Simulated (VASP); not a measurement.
Crystal: InAs.

```xyz
2
Lattice="0.0000 3.0437 3.0437 3.0437 0.0000 3.0437 3.0437 3.0437 0.0000" Properties=species:S:1:pos:R:3 pbc="T T T"
In    0.0000    0.0000    0.0000
As    1.5218    1.5218    1.5218
```

Base run:

```yaml
Program: VASP 6.6.1
Functional: r2SCAN
Potentials_or_basis: VASP PAW PBE potentials, release 64 (In_d, As)
Cutoff: 550 eV
k_mesh: 7 × 7 × 7
Occupations: fermi-dirac, width 0.05 eV
Spin: no spin polarisation
```

Its results: band gap on the k mesh 0.14 eV, direct; pressure 0.6 GPa.

Question: The run is repeated on the same cell with these changes: functional from r2SCAN to PBEsol; cutoff from 550 eV to 500 eV. What comes out?

Answer: Band gap on the k mesh zero (filled and empty bands touch); pressure 0.1 GPa.

r2SCAN gives the wider gap, since meta-GGAs in the generalised Kohn-Sham scheme recover part of the derivative discontinuity.

Caveats: the PAW data sets were made with another functional, which shifts forces and pressure a little; spin-orbit coupling is left out, which moves the levels of the heavy elements.

